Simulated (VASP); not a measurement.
Here is a VASP 6.6.1 calculation.

Contents of INCAR:

```
SYSTEM = Si2Sb
  PREC = Accurate
  ENCUT = 500
  EDIFF = 1E-7
  ISMEAR = 0
  SIGMA = 0.1
  LREAL = .False.
  LASPH = .True.
  NELM = 120
  ALGO = Normal
  ISIF = 3
  LWAVE = .False.
  LCHARG = .False.
  GGA = PE
  IBRION = 2
  NSW = 90
  EDIFFG = -0.04
  GGA_COMPAT = .False.
  NELMIN = 4
```

The input KPOINTS:

```
regular mesh
0
Gamma
  4 4 4
  0 0 0
```

The input POSCAR:

```
Si2Sb
1.0
    3.2436304659     -3.3463376235      0.0000000000
    3.2436304659      3.3463376235      0.0000000000
    0.0000000000      0.0000000000      6.7843212731
Si Sb
4 2
Direct
    0.8333333333      0.1666666667      0.2500000000
    0.1666666667      0.8333333333      0.2500000000
    0.8333333333      0.1666666667      0.7500000000
    0.1666666667      0.8333333333      0.7500000000
    0.0000000000      0.5000000000      0.0000000000
    0.5000000000      0.0000000000      0.5000000000
```

Potentials or basis: VASP PAW PBE potentials, release 64 (Si, Sb_d_GW).

The run is started by

```bash
$ cat potpaw_PBE.64/Si/POTCAR potpaw_PBE.64/Sb_d_GW/POTCAR > POTCAR
$ mpirun -np 1 vasp_std > vasp.out
```

Problem. Predict the band gap on the k mesh.

Solution. Zero (bands 23 and 24 overlap by 3.49 eV).

Problem. What does it give for the space group after relaxing (to 0.1 Å)?

Solution. Fmmm (No. 69).

The path:
```tsv
step	energy change (eV)	largest force (eV/Å)	pressure (GPa)	volume (Å³)
1	0.0000	0.0789	16.88	147.28
2	-1.7554	0.4706	-3.18	209.14
3	-1.9465	0.2485	0.03	189.06
4	-1.9483	0.2719	-0.38	191.07
5	-1.9482	0.2606	-0.20	190.12
6	-1.9782	0.2050	0.12	188.99
7	-1.9782	0.2194	0.13	188.96
8	-1.9975	0.2758	-0.14	189.25
9	-2.0498	0.4742	-0.96	189.93
10	-2.0831	0.9369	-2.38	190.49
11	-2.0833	0.7886	-2.03	190.44
12	-2.0858	0.7932	-2.06	190.41
13	-2.0935	0.8073	-2.15	190.31
14	-2.1090	0.8378	-2.33	190.09
15	-2.1390	0.8949	-2.71	189.60
16	-2.1817	0.9819	-3.42	188.44
17	-2.2414	0.9312	-3.60	187.02
18	-2.4148	0.7894	-4.09	182.68
19	-2.7337	0.6004	-4.93	173.70
20	-3.5531	0.8610	-5.40	154.76
21	-3.7481	2.8984	12.47	114.75
22	-3.7492	1.5869	-4.20	147.67
23	-4.9273	1.2097	-1.79	131.31
24	-4.9567	0.2061	2.43	123.04
25	-5.0381	0.7978	0.31	126.94
26	-5.2431	0.3926	1.26	124.56
27	-5.2468	0.2900	1.11	124.84
28	-5.3303	0.0589	0.29	126.35
29	-5.3393	0.0144	-0.14	127.05
30	-5.3393	0.0105	-0.13	127.01
31	-5.3397	0.0048	0.01	126.81
```

Caveat: the highest band is partly filled, so the run has too few bands; a cell axis changed by over 15 % at a fixed basis, so the end point is rough; spin-orbit coupling is left out, which moves the levels of the heavy elements.
